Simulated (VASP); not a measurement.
# Ga (I-43d) in VASP: further runs, part 2 of 2

VASP 6.6.1.

**5. Single point, PBEsol**

This run uses another cell than the first one, of 17.56 Å³/atom.

File INCAR:

```
  PREC = Accurate
  ENCUT = 520
  EDIFF = 1E-7
  ISMEAR = -1
  SIGMA = 0.15
  LREAL = False
  LASPH = True
  NELM = 60
  ALGO = Normal
  ISIF = 2
  LWAVE = False
  LCHARG = False
  GGA = PS
  NBANDS = 48
```

File KPOINTS:

```
regular mesh
0
Gamma
  6 6 6
```

File POSCAR:

```
Ga
1.0
   -2.9755000000      2.9755000000      2.9755000000
    2.9755000000     -2.9755000000      2.9755000000
    2.9755000000      2.9755000000     -2.9755000000
Ga
6
Direct
    0.2500000000      0.6250000000      0.3750000000
    0.3750000000      0.2500000000      0.6250000000
    0.7500000000      0.8750000000      0.1250000000
    0.1250000000      0.7500000000      0.8750000000
    0.6250000000      0.3750000000      0.2500000000
    0.8750000000      0.1250000000      0.7500000000
```

Run with:

```bash
> cat potpaw_PBE.64/Ga_d/POTCAR > POTCAR
> mpirun -np 1 vasp_std > vasp.out
```

It took 42 s on 1 thread of Intel Xeon 6975P-C (Granite Rapids), shared host; peak memory 0.25 GiB.

It converged, with:

```
Free energy            : -20.0843 eV
Pressure               : 0.6 GPa
Band gap on the k mesh : zero (bands 39 and 40 overlap by 3.91 eV)
```

Levels at points of the mesh, in eV from the Fermi level:
| k point | band 35 | band 36 | band 37 | band 38 | band 39 | band 40 | band 41 | band 42 | band 43 | band 44 |
| --- | --- | --- | --- | --- | --- | --- | --- | --- | --- | --- |
| (0.00, 0.00, 0.00) | -2.92 | -2.92 | -2.33 | -2.33 | -2.33 | -1.95 | -1.95 | -1.95 | -1.83 | 5.47 |
| (0.50, 0.00, 0.00) | -4.65 | -4.65 | -0.85 | -0.85 | -0.26 | -0.26 | 3.06 | 3.06 | 3.45 | 3.45 |
| (0.50, 0.50, 0.50) | -7.11 | -7.11 | 1.53 | 1.53 | 1.73 | 1.73 | 1.73 | 1.73 | 1.73 | 1.73 |

Caveat: the PAW data sets were made with another functional, which shifts forces and pressure a little.

**6. Single point, PBEsol**

This run uses another cell than the first one, of 17.91 Å³/atom.

File INCAR:

```
  PREC = Accurate
  ENCUT = 520
  EDIFF = 1E-7
  ISMEAR = -1
  SIGMA = 0.15
  LREAL = F
  LASPH = T
  NELM = 80
  ALGO = Normal
  ISIF = 2
  LWAVE = F
  LCHARG = F
  GGA = PS
  NBANDS = 48
```

KPOINTS is that of step 5.

Edit POSCAR of step 5 so:

```diff
@@ -2,5 +2,5 @@
 1.0
-   -2.9755000000      2.9755000000      2.9755000000
-    2.9755000000     -2.9755000000      2.9755000000
-    2.9755000000      2.9755000000     -2.9755000000
+   -2.9952058723      2.9952058723      2.9952058723
+    2.9952058723     -2.9952058723      2.9952058723
+    2.9952058723      2.9952058723     -2.9952058723
 Ga
```

Potentials or basis: VASP PAW PBE potentials, release 64 (Ga_d).

Run with:

```bash
> cat potpaw_PBE.64/Ga_d/POTCAR > POTCAR
> mpirun -np 1 vasp_std > vasp.out
```

OUTCAR:

```text
PREC = Accurate
   ENCUT = 520
   EDIFF = 1E-7
   ISMEAR = -1
   LREAL = F
   LASPH = T
   NELM = 80
   ISIF = 2
   GGA = PS

 ion  position               nearest neighbor table
   1  0.250  0.625  0.375-   4 2.80   4 2.80   5 2.80   6 2.80   5 2.80   2 2.80   6 2.80   2 2.80

   2  0.375  0.250  0.625-   3 2.80   3 2.80   1 2.80   5 2.80   6 2.80   1 2.80   6 2.80   5 2.80

   3  0.750  0.875  0.125-   2 2.80   2 2.80   4 2.80   5 2.80   6 2.80   5 2.80   6 2.80   4 2.80

   4  0.125  0.750  0.875-   1 2.80   1 2.80   6 2.80   3 2.80   6 2.80   5 2.80   3 2.80   5 2.80

   5  0.625  0.375  0.250-   1 2.80   4 2.80   1 2.80   2 2.80   3 2.80   2 2.80   3 2.80   4 2.80

   6  0.875  0.125  0.750-   4 2.80   1 2.80   2 2.80   3 2.80   4 2.80   3 2.80   2 2.80   1 2.80

  LATTYP: Found a body centered cubic cell.
 ALAT       =     5.9904117446

  Lattice vectors:

 A1 = (  -2.9952058723,   2.9952058723,   2.9952058723)
 A2 = (   2.9952058723,  -2.9952058723,   2.9952058723)
 A3 = (   2.9952058723,   2.9952058723,  -2.9952058723)

[... 174 lines left out ...]

 E-fermi :   5.7189     XC(G=0): -11.3978

 val. band max:        5.7128923889   @ k =   0.3333   0.3333   0.0000
 cond. band min:       5.7275798466   @ k =   0.3333   0.1667   0.1667
 fundamental gap:      0.0146874577
 Fermi energy:         5.7188987793

 k-point     1 :       0.0000    0.0000    0.0000
  band No.  band energies     occupation
      1      -9.1826      2.00000
      2      -9.1438      2.00000
      3      -9.1438      2.00000
      4      -9.1089      2.00000
      5      -9.1089      2.00000
      6      -9.1089      2.00000
[... 805 lines left out ...]
     47      13.6854      0.00000
     48      13.6854      0.00000

------------------------ aborting loop because EDIFF is reached ----------------------------------------

  FORCE on cell =-STRESS in cart. coord.  units (eV):
  Direction    XX          YY          ZZ          XY          YZ          ZX
  --------------------------------------------------------------------------------------
  -------------------------------------------------------------------------------------
  Total       -0.3518547     -0.3518547     -0.3518547      0.0000000      0.0000000     -0.0000000
  in kB       -5.2448608     -5.2448608     -5.2448608      0.0000000      0.0000000     -0.0000000
  external PRESSURE =      -5.2448608 kB  Pullay stress =       0.0000000 kB

 VOLUME and BASIS-vectors are now :
 -----------------------------------------------------------------------------
  energy-cutoff  :      520.00
  volume of cell :      107.48
      direct lattice vectors                 reciprocal lattice vectors
    -2.995205872  2.995205872  2.995205872     0.000000000  0.166933433  0.166933433
     2.995205872 -2.995205872  2.995205872     0.166933433  0.000000000  0.166933433
     2.995205872  2.995205872 -2.995205872     0.166933433  0.166933433  0.000000000

 POSITION                                       TOTAL-FORCE (eV/Angst)
 -----------------------------------------------------------------------------------
      2.24640      0.00000      1.49760        -0.000000     -0.000000      0.000000
      1.49760      2.24640      0.00000         0.000000      0.000000      0.000000
      0.74880      0.00000      4.49281         0.000000      0.000000     -0.000000
      4.49281      0.74880      0.00000        -0.000000     -0.000000     -0.000000
      0.00000      1.49760      2.24640        -0.000000      0.000000      0.000000
      0.00000      4.49281      0.74880         0.000000     -0.000000      0.000000
 -----------------------------------------------------------------------------------
    total drift:                                0.000000      0.000000      0.000000

  FREE ENERGIE OF THE ION-ELECTRON SYSTEM (eV)
  ---------------------------------------------------
  free  energy   TOTEN  =       -20.0849731201 eV

  energy  without entropy=      -19.8898719113  energy(sigma->0) =      -19.98742252
```

Wall time 43 s (1 thread of Intel Xeon 6975P-C (Granite Rapids), shared host); peak memory 0.26 GiB.

Results:

```
Free energy            : -20.0850 eV
Pressure               : -0.5 GPa
Band gap on the k mesh : zero (bands 39 and 40 overlap by 3.81 eV)
```

Levels at points of the mesh, in eV from the Fermi level:
| k point | band 35 | band 36 | band 37 | band 38 | band 39 | band 40 | band 41 | band 42 | band 43 | band 44 |
| --- | --- | --- | --- | --- | --- | --- | --- | --- | --- | --- |
| (0.00, 0.00, 0.00) | -2.92 | -2.92 | -2.26 | -2.26 | -2.26 | -1.89 | -1.89 | -1.89 | -1.76 | 5.40 |
| (0.50, 0.00, 0.00) | -4.57 | -4.57 | -0.82 | -0.82 | -0.29 | -0.29 | 3.03 | 3.03 | 3.40 | 3.40 |
| (0.50, 0.50, 0.50) | -7.02 | -7.02 | 1.54 | 1.54 | 1.70 | 1.70 | 1.70 | 1.70 | 1.70 | 1.70 |

Caveat: the PAW data sets were made with another functional, which shifts forces and pressure a little.

**7. Summary**

```csv
cell,gap on the mesh (eV),pressure (GPa)
"a = 5.049 Å, angles 109.5°, 6 atoms",none,5.2
"a = 5.084 Å, angles 109.5°, 6 atoms",none,3.5
"a = 5.119 Å, angles 109.5°, 6 atoms",none,2.0
"a = 5.154 Å, angles 109.5°, 6 atoms",none,0.6
"a = 5.188 Å, angles 109.5°, 6 atoms",none,-0.5
```

Alike in all rows: task single point; level PBEsol; potentials or basis VASP PAW PBE potentials, release 64 (Ga_d); no spin polarisation; k mesh 6 × 6 × 6; cutoff (eV) 520; smearing fermi-dirac 0.15 eV.

Caveats: the PAW data sets were made with another functional, which shifts forces and pressure a little; the cell stands under pressure (at least some runs).

Total energies depend on the potentials used, so only differences within one code and one set of settings carry meaning.
